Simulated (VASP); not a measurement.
Input of a VASP 6.6.1 run:

Contents of INCAR:

```
SYSTEM = Cd
  PREC = Accurate
  ENCUT = 600
  EDIFF = 1E-6
  ISMEAR = 0
  SIGMA = 0.1
  LREAL = .False.
  LASPH = .True.
  NELM = 60
  ALGO = Normal
  ISIF = 3
  LWAVE = .False.
  LCHARG = .False.
  GGA = PE
  IBRION = 2
  NSW = 100
  EDIFFG = -0.01
```

The input KPOINTS:

```
Automatic mesh
0
Gamma
  22 22 22
  0 0 0
```

The input POSCAR:

```
Cd
1.0
    0.0000000000      2.2512688084      2.2512688084
    2.2512688084      0.0000000000      2.2512688084
    2.2512688084      2.2512688084      0.0000000000
Cd
1
Direct
    0.0000000000      0.0000000000      0.0000000000
```

Potentials or basis: VASP PAW PBE potentials, release 64 (Cd).

The run is started by

```sh
$ cat potpaw_PBE.64/Cd/POTCAR > POTCAR
$ mpirun -np 1 vasp_std > vasp.out
```

Task: What does it give for the band gap on the k mesh?

Result: Zero (bands 6 and 7 overlap by 3.02 eV).

Task: Predict the space group after relaxing (to 0.1 Å).

Result: Fm-3m (No. 225).

Task: What does it give for the relaxed cell?

Result: a = 3.188 Å, b = 3.188 Å, c = 3.188 Å, α = 60.00°, β = 60.00°, γ = 60.00°.

Final structure:
```yaml
crystal:
  lattice:
    - [0.00000, 2.25421, 2.25421]
    - [2.25421, 0.00000, 2.25421]
    - [2.25421, 2.25421, 0.00000]
  atoms:
    - { symbol: Cd, position: [0.00000, 0.00000, 0.00000] }
```
